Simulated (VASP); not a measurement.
Input of a VASP 6.6.1 run:

INCAR

```
SYSTEM = KHfO2
ALGO = Normal ; EDIFF = 1E-6
EDIFFG = -0.01 ; ENCUT = 600
GGA = PE ; IBRION = 2
ISIF = 3 ; ISMEAR = 0
LASPH = .TRUE. ; LCHARG = .FALSE.
LREAL = .FALSE. ; LWAVE = .FALSE.
NELM = 100 ; NSW = 100
PREC = Accurate ; SIGMA = 0.1
```

KPOINTS

```
k-points
0
G
  12 12 8
  0 0 0
```

The input POSCAR:

```
KHfO2
1.0
    4.0598055054      0.0000000000      0.0000000000
   -2.0299027527      3.5158947021      0.0000000000
    0.0000000000      0.0000000000      6.2483586514
K Hf O
1 1 2
Direct
    0.0000000000      0.0000000000      0.5000000000
    0.0000000000      0.0000000000      0.0000000000
    0.3333333333      0.6666666667      0.5000000000
    0.6666666667      0.3333333333      0.5000000000
```

Potentials or basis: VASP PAW PBE potentials, release 64 (K_sv, Hf_pv, O).

Run with:

```bash
$ cat potpaw_PBE.64/K_sv/POTCAR potpaw_PBE.64/Hf_pv/POTCAR potpaw_PBE.64/O/POTCAR > POTCAR
$ mpirun -np 1 vasp_std > vasp.out
```

Predict the relaxed cell.

a = 4.077 Å, b = 4.077 Å, c = 6.218 Å, α = 90.00°, β = 90.00°, γ = 120.00°.

Estimate the space group after relaxing (to 0.1 Å).

P6/mmm (No. 191).

What does it give for the relaxed volume?

22.38 Å³/atom.

Predict the band gap on the k mesh.

zero (an odd number of electrons rules out a gap without spin polarisation).

Final structure:
```yaml
crystal:
  lattice:
    - [4.07739, 0.00000, 0.00000]
    - [-2.03869, 3.53112, 0.00000]
    - [0.00000, 0.00000, 6.21818]
  atoms:
    - { symbol: K, position: [0.00000, 0.00000, 0.50000] }
    - { symbol: Hf, position: [0.00000, 0.00000, 0.00000] }
    - { symbol: O, position: [0.33333, 0.66667, 0.50000] }
    - { symbol: O, position: [0.66667, 0.33333, 0.50000] }
```

Caveat: spin-orbit coupling is left out, which moves the levels of the heavy elements; an odd number of electrons without spin polarisation forces a metal; a magnetic or distorted state may lie lower.
